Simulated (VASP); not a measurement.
# Ti3S2 (R32) in VASP: a series of runs, part 2 of 2

VASP 6.6.1. The steps go on from the part before.

## (3) Single point, RPBE

INCAR reads:

```
SYSTEM = Ti3S2
ALGO = Normal ; EDIFF = 1E-6
ENCUT = 520 ; GGA = RP
ISIF = 2 ; ISMEAR = 1
LASPH = .True. ; LCHARG = .False.
LREAL = .False. ; LWAVE = .False.
NBANDS = 32 ; NELM = 100
PREC = Accurate ; SIGMA = 0.1
```

KPOINTS reads:

```
k-points
0
Gamma
  6 6 6
  0 0 0
```

POSCAR reads:

```
Ti3S2
1.0
    2.7131139200      1.5664170500      3.2376184000
   -2.7131139200      1.5664170500      3.2376184000
    0.0000000000     -3.1328341100      3.2376184000
Ti S
3 2
Direct
    0.3356550000      0.6643450000      0.0000000000
    0.6643450000      0.0000000000      0.3356550000
    0.0000000000      0.3356550000      0.6643450000
    0.8321610000      0.8321610000      0.8321610000
    0.1678390000      0.1678390000      0.1678390000
```

Potentials or basis: VASP PAW PBE potentials, release 64 (Ti_sv, S).

Command:

```sh
cat potpaw_PBE.64/Ti_sv/POTCAR potpaw_PBE.64/S/POTCAR > POTCAR
mpirun -np 1 vasp_std > vasp.out
```

OUTCAR:

```text
SYSTEM = Ti3S2
   EDIFF = 1E-6
   ENCUT = 520
   GGA = RP
   ISIF = 2
   ISMEAR = 1
   LASPH = .True.
   LREAL = .False.
   NELM = 100
   PREC = Accurate

 ion  position               nearest neighbor table
   1  0.336  0.664  0.000-   4 2.42   5 2.42   5 2.44   4 2.44
   2  0.664  0.000  0.336-   5 2.42   4 2.42   5 2.44   4 2.44
   3  0.000  0.336  0.664-   4 2.42   5 2.42   4 2.44   5 2.44
   4  0.832  0.832  0.832-   1 2.42   3 2.42   2 2.42   3 2.44   1 2.44   2 2.44
   5  0.168  0.168  0.168-   1 2.42   2 2.42   3 2.42   2 2.44   1 2.44   3 2.44

  LATTYP: Found a trigonal (rhomboedric) cell.
 ALAT       =     4.5051994874
 COS(alpha) =     0.2746660546

  Lattice vectors:

 A1 = (   2.7131139200,   1.5664170500,   3.2376184000)
 A2 = (  -2.7131139200,   1.5664170500,   3.2376184000)
 A3 = (   0.0000000000,  -3.1328341100,   3.2376184000)

Analysis of symmetry for initial positions (statically):
[... 174 lines left out ...]
  ext. energy  EPLUGINS =         0.00000000
  ---------------------------------------------------
  free energy    TOTEN  =       -34.40211494 eV

  energy without entropy =      -34.40349754  energy(sigma->0) =      -34.40257581

 E-fermi :   8.6402     XC(G=0): -11.1395

 val. band max:        8.6285354773   @ k =   0.3333  -0.0000  -0.0000
 cond. band min:       8.6434260980   @ k =   0.0000   0.0000   0.0000
 fundamental gap:      0.0148906207
 Fermi energy:         8.6401534286

 k-point     1 :       0.0000    0.0000    0.0000
  band No.  band energies     occupation
      1     -48.4895      2.00000
      2     -48.4416      2.00000
      3     -48.4416      2.00000
      4     -24.7813      2.00000
      5     -24.7813      2.00000
      6     -24.7292      2.00000
[... 829 lines left out ...]
     31      11.0137      0.00000
     32      11.2562      0.00000

 [... further k-points ...]
[... 5 lines left out ...]
  --------------------------------------------------------------------------------------
  -------------------------------------------------------------------------------------
  Total        1.6082308      1.6082308      1.7581285      0.0000000     -0.0000000      0.0000000
  in kB       31.2109237     31.2109237     34.1199867      0.0000000     -0.0000000      0.0000000
  external PRESSURE =      32.1806114 kB  Pullay stress =       0.0000000 kB

 VOLUME and BASIS-vectors are now :
 -----------------------------------------------------------------------------
  energy-cutoff  :      520.00
  volume of cell :       82.56
      direct lattice vectors                 reciprocal lattice vectors
     2.713113920  1.566417050  3.237618400     0.184290087  0.106399931  0.102956338
    -2.713113920  1.566417050  3.237618400    -0.184290087  0.106399931  0.102956338
     0.000000000 -3.132834110  3.237618400     0.000000000 -0.212799862  0.102956337

 POSITION                                       TOTAL-FORCE (eV/Angst)
 -----------------------------------------------------------------------------------
     -0.89177      1.56642      3.23762         0.075167      0.000000      0.000000
      1.80244     -0.01091      3.23762        -0.037584     -0.065097      0.000000
     -0.91067     -1.55551      3.23762        -0.037584      0.065097      0.000000
      0.00000     -0.00000      8.08266         0.000000      0.000000     -0.021563
      0.00000     -0.00000      1.63020         0.000000     -0.000000      0.021563
 -----------------------------------------------------------------------------------
    total drift:                                0.000000      0.000000     -0.000000

  FREE ENERGIE OF THE ION-ELECTRON SYSTEM (eV)
  ---------------------------------------------------
  free  energy   TOTEN  =       -34.4021149441 eV

  energy  without entropy=      -34.4034975419  energy(sigma->0) =      -34.40257581
```

OSZICAR:

```text
N       E                     dE             d eps       ncg     rms          rms(c)
DAV:   1     0.618019958033E+03    0.61802E+03   -0.23705E+04  2048   0.174E+03
DAV:   2     0.436125587408E+02   -0.57441E+03   -0.55664E+03  2072   0.532E+02
DAV:   3    -0.308028770118E+02   -0.74415E+02   -0.72020E+02  3120   0.165E+02
DAV:   4    -0.386823335342E+02   -0.78795E+01   -0.77668E+01  3312   0.476E+01
DAV:   5    -0.390766359070E+02   -0.39430E+00   -0.39408E+00  2920   0.977E+00    0.202E+01
DAV:   6    -0.343369755391E+02    0.47397E+01   -0.30623E+01  2864   0.405E+01    0.830E+00
DAV:   7    -0.343935027661E+02   -0.56527E-01   -0.20740E+00  3096   0.937E+00    0.541E+00
DAV:   8    -0.344026744131E+02   -0.91716E-02   -0.20903E-01  2760   0.282E+00    0.119E+00
DAV:   9    -0.344001421927E+02    0.25322E-02   -0.33534E-02  3232   0.111E+00    0.501E-01
DAV:  10    -0.344020256071E+02   -0.18834E-02   -0.46927E-03  2536   0.540E-01    0.739E-02
DAV:  11    -0.344021045036E+02   -0.78897E-04   -0.56856E-04  3352   0.139E-01    0.400E-02
DAV:  12    -0.344021170684E+02   -0.12565E-04   -0.46641E-05  2552   0.577E-02    0.143E-02
DAV:  13    -0.344021145897E+02    0.24787E-05   -0.12274E-05  2896   0.209E-02    0.277E-03
DAV:  14    -0.344021149441E+02   -0.35450E-06   -0.88746E-07  1664   0.884E-03
   1 F= -.34402115E+02 E0= -.34402576E+02  d E =0.138260E-02
```

It took 85 s on 1 thread of Intel Xeon Platinum 8259CL at 2.50GHz (Skylake/Cascade Lake), shared host; peak memory 0.23 GiB.

Results:

| Quantity | Value |
| --- | --- |
| Free energy | -34.4021 eV |
| Pressure | 3.2 GPa |
| Largest force | 0.075 eV/Å |
| Band gap on the k mesh | zero (band 24 reaches 8.73 eV, above the bottom of band 25 at 8.51 eV) |

Forces in eV/Å, atoms in the order of the input:
```
Ti   0.075  0.000  0.000
Ti  -0.038 -0.065  0.000
Ti  -0.038  0.065  0.000
S    0.000  0.000 -0.022
S    0.000  0.000  0.022
```

Levels at points of the mesh, in eV from the Fermi level:
| k point | band 20 | band 21 | band 22 | band 23 | band 24 | band 25 | band 26 | band 27 | band 28 | band 29 |
| --- | --- | --- | --- | --- | --- | --- | --- | --- | --- | --- |
| (0.00, 0.00, 0.00) | -3.93 | -2.12 | -1.38 | 0.00 | 0.00 | 0.60 | 0.60 | 1.81 | 1.81 | 1.94 |
| (0.50, 0.00, 0.00) | -3.30 | -0.91 | -0.88 | -0.65 | -0.42 | -0.13 | 0.86 | 1.32 | 1.41 | 1.85 |
| (0.50, 0.50, 0.00) | -3.40 | -1.43 | -1.01 | -0.67 | -0.19 | 0.13 | 0.70 | 1.39 | 1.55 | 1.55 |
| (0.50, 0.50, 0.50) | -4.12 | -0.81 | -0.15 | -0.15 | -0.03 | 0.33 | 0.33 | 0.85 | 0.85 | 1.91 |

Caveat: the PAW data sets were made with another functional, which shifts forces and pressure a little.
